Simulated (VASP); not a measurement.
Sc18H2C: single point with PBEsol

System: Sc18H2C, a slab with vacuum.

```
CELL_PARAMETERS angstrom
6.62000 0.00000 0.00000
4.96500 8.59963 0.00000
0.00000 0.00000 18.27614
ATOMIC_POSITIONS crystal
Sc 0.00000 0.00000 0.05472
Sc 0.50000 0.00000 0.05472
Sc 0.00000 0.33333 0.05472
Sc 0.50000 0.33333 0.05472
Sc 0.00000 0.66667 0.05472
Sc 0.50000 0.66667 0.05472
Sc 0.82083 0.22807 0.18564
Sc 0.32303 0.22852 0.18626
Sc 0.82564 0.56214 0.18888
Sc 0.32733 0.55585 0.19223
Sc 0.82658 0.89639 0.19095
Sc 0.32191 0.89840 0.18918
Sc 0.99061 0.02299 0.32347
Sc 0.47916 0.01030 0.32637
Sc 0.97195 0.34271 0.32510
Sc 0.48257 0.33526 0.33293
Sc 0.98565 0.67710 0.32454
Sc 0.47717 0.68607 0.32116
C 0.29488 0.23260 0.37892
H 0.81017 0.23611 0.37668
H 0.33932 0.18937 0.43678
```

- Program: VASP 6.6.1
- Task: single point
- Functional: PBEsol
- Potentials or basis: VASP PAW PBE potentials, release 64 (Sc_sv, C, H)
- Cutoff: 520 eV
- k mesh: 3 × 2 × 1
- Occupations: gaussian, width 0.05 eV
- Spin: no spin polarisation
- Dipole correction: no
- Further INCAR settings: LREAL = Auto; ALGO = Normal; EDIFF = 1e-06; NBANDS = 118

```
Largest force          : 0.233 eV/Å
Band gap on the k mesh : zero (bands 102 and 103 overlap by 0.07 eV)
```

Forces on the atoms (eV/Å):
```
Sc  -0.055  0.037  0.069
Sc   0.019 -0.017  0.000
Sc  -0.057  0.119 -0.136
Sc  -0.023  0.092 -0.166
Sc  -0.021  0.073  0.113
Sc  -0.035  0.012  0.109
Sc   0.029 -0.029 -0.011
Sc   0.000 -0.038 -0.018
Sc   0.013 -0.002  0.033
Sc   0.026  0.014 -0.046
Sc  -0.015 -0.043  0.020
Sc   0.004 -0.009 -0.047
Sc  -0.209 -0.097  0.033
Sc   0.203 -0.059 -0.017
Sc   0.050  0.113  0.024
Sc  -0.007 -0.005 -0.038
Sc   0.038 -0.034  0.002
Sc  -0.042 -0.020  0.005
C    0.003 -0.057  0.058
H    0.006 -0.008 -0.023
H    0.072 -0.043  0.034
```

Levels at points of the mesh, in eV from the Fermi level:
```
           k point  band 100  band 101  band 102  band 103  band 104  band 105
(0.00, 0.00, 0.00)     -0.14     -0.11     -0.09     -0.07      0.03      0.09
(0.00, 0.50, 0.00)     -0.14     -0.09     -0.03      0.03      0.07      0.11
```

It took 46 min on 1 thread of Intel Xeon 8259CL (shared host), peak memory 1.2 GiB.

Caveat: the k points lie up to 0.37 Å⁻¹ apart; there is no dipole correction, which matters where the two faces differ; the PAW data sets were made with another functional, which shifts forces and pressure a little.
